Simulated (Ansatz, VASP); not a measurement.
## One calculation of AlN, two programs

Contents of INCAR:

```
PREC     = Accurate       # precision mode
ENCUT    = 600            # plane-wave cutoff, eV
EDIFF    = 1E-6           # SCF threshold, eV
ISMEAR   = -1             # smearing method
SIGMA    = 0.05           # smearing width, eV
LREAL    = F              # projectors in reciprocal space
LASPH    = T              # aspherical terms in the spheres
NELM     = 60             # most SCF steps
ALGO     = Normal         # electronic algorithm
ISIF     = 3              # what is computed and relaxed
LWAVE    = F              # write WAVECAR
LCHARG   = F              # write CHGCAR
GGA      = PE             # functional
IBRION   = 2              # ionic algorithm
NSW      = 60             # ionic steps
EDIFFG   = -0.01          # ionic threshold
```

Contents of KPOINTS:

```
regular mesh
0
Gamma
  10 10 10
```

Contents of POSCAR:

```
AlN
1.0
    0.0000000000      2.1839935596      2.1839935596
    2.1839935596      0.0000000000      2.1839935596
    2.1839935596      2.1839935596      0.0000000000
Al N
1 1
Direct
    0.0000000000      0.0000000000      0.0000000000
    0.2500000000      0.2500000000      0.2500000000
```

input.yaml

```yaml
crystal:
  lattice:
    - [0.0, 2.1839935596, 2.1839935596]
    - [2.1839935596, 0.0, 2.1839935596]
    - [2.1839935596, 2.1839935596, 0.0]
  atoms:
    - { symbol: Al, position: [0.0, 0.0, 0.0] }
    - { symbol: "N", position: [0.25, 0.25, 0.25] }
hamiltonian:
  xc: pbe
  pseudopotentials: { kind: paw }
kpoints:
  mp_grid: { grid: [10, 10, 10] }
scf:
  occupations: { method: fermi_dirac, width: 0.05 }
output:
  forces: true
  stress: true
  eigenvalues: true
relax:
  f_tol: 0.01
  max_steps: 40
  cell: { stress_tol: 0.05 }
```

Alike in both runs: task relaxation of cell and atoms; functional PBE; k mesh 10 × 10 × 10; occupations fermi-dirac, width 0.05 eV; no spin polarisation.

```csv
,VASP,Ansatz
version,VASP 6.6.1,Ansatz 0.2.0
potentials or method,"VASP PAW PBE potentials, release 64 (Al, N)",Ansatz PAW
plane-wave cutoff (eV),600,420
valence electrons in the cell,8,8
```

|  | VASP | Ansatz | Ansatz less VASP |
| --- | --- | --- | --- |
| gap on the k mesh at the Fermi level, each at its own relaxed structure (eV) | 3.31 | 3.31 | +0.005 |
| relaxed volume (Å³/atom) | 10.65 | 10.67 | +0.020 |
| relaxed cell length with the largest relative difference (Å) | 3.112 | 3.114 | +0.0020 |

Noted on Ansatz's run: the plane-wave basis is chosen anew once the cell has moved, so the energies of steps on either side of that aren't comparable.
